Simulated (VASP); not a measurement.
A run of VASP 6.6.1:

The input INCAR:

```
PREC = Accurate
ENCUT = 600
EDIFF = 1E-6
ISMEAR = 0
SIGMA = 0.1
LREAL = False
LASPH = True
NELM = 60
ALGO = Fast
ISIF = 3
LWAVE = False
LCHARG = False
GGA = PE
IBRION = 2
NSW = 100
EDIFFG = -0.01
```

File KPOINTS:

```
Automatic mesh
0
Gamma
  22 22 22
```

File POSCAR:

```
Sc
1.0
   -1.8605045228      1.8605045228      1.7896879303
    1.8605045228     -1.8605045228      1.7896879303
    1.8605045228      1.8605045228     -1.7896879303
Sc
1
Direct
    0.0000000000      0.0000000000      0.0000000000
```

Potentials or basis: VASP PAW PBE potentials, release 64 (Sc_sv).

The run is started by

```bash
$ cat potpaw_PBE.64/Sc_sv/POTCAR > POTCAR
$ mpirun -np 1 vasp_std > vasp.out
```

Hardware: 1 thread of Intel(R) Xeon(R) 6975P-C (Granite Rapids), on a shared host.

Q: Estimate the wall time of this run.

A: Run time: 8 min on 1 thread of Intel(R) Xeon(R) 6975P-C (Granite Rapids), on a shared host, peak memory 0.39 GiB. Counts: scf iterations 57, k points 834, ion steps 8.
